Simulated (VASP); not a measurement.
## PtS2: single point with PBE+D3(BJ)

PtS2, a slab with vacuum:

```xyz
6
Lattice="3.5415 0.0000 0.0000 -1.7708 3.0671 0.0000 0.0000 0.0000 22.4671" Properties=species:S:1:pos:R:3 pbc="T T T"
S     1.7708    1.0224    4.5000
S     0.0000    2.0447    6.9835
S    -0.2951    2.5559   10.2235
S     1.4756    1.5335   12.7071
Pt    0.0000    0.0000    5.7418
Pt    1.4756    3.5782   11.4653
```

```
Program                : VASP 6.6.1
Task                   : single point
Functional             : PBE
Dispersion             : D3(BJ)
Potentials or basis    : VASP PAW PBE potentials, release 64 (S, Pt)
Cutoff                 : 520 eV
k mesh                 : 9 × 9 × 1
Occupations            : gaussian, width 0.05 eV
Spin                   : no spin polarisation
Dipole correction      : yes
Further INCAR settings : ALGO = Normal; EDIFF = 1e-06; NBANDS = 31
```

```yaml
Largest_force: 0.193 eV/Å
Band_gap_on_the_k_mesh: 1.22 eV, indirect (least direct gap 1.34 eV)
Dispersion_energy_per_atom: -0.321 eV
```

Forces in eV/Å, atoms in the order of the input:
```
S    0.010 -0.024  0.033
S    0.042 -0.079 -0.171
S   -0.047  0.076  0.171
S   -0.016  0.021 -0.033
Pt  -0.011  0.032  0.038
Pt   0.022 -0.025 -0.038
```

Levels at points of the mesh, in eV from the valence-band top:
| k point | band 20 | band 21 | band 22 | band 23 | band 24 | band 25 |
| --- | --- | --- | --- | --- | --- | --- |
| (0.00, 0.00, 0.00) | -0.67 | -0.66 | -0.46 | 2.73 | 2.75 | 2.82 |

Wall time 2.5 min on 1 thread of Intel(R) Xeon(R) 6975P-C (Granite Rapids) (shared host), peak memory 0.44 GiB.

Caveat: spin-orbit coupling is left out, which moves the levels of the heavy elements.
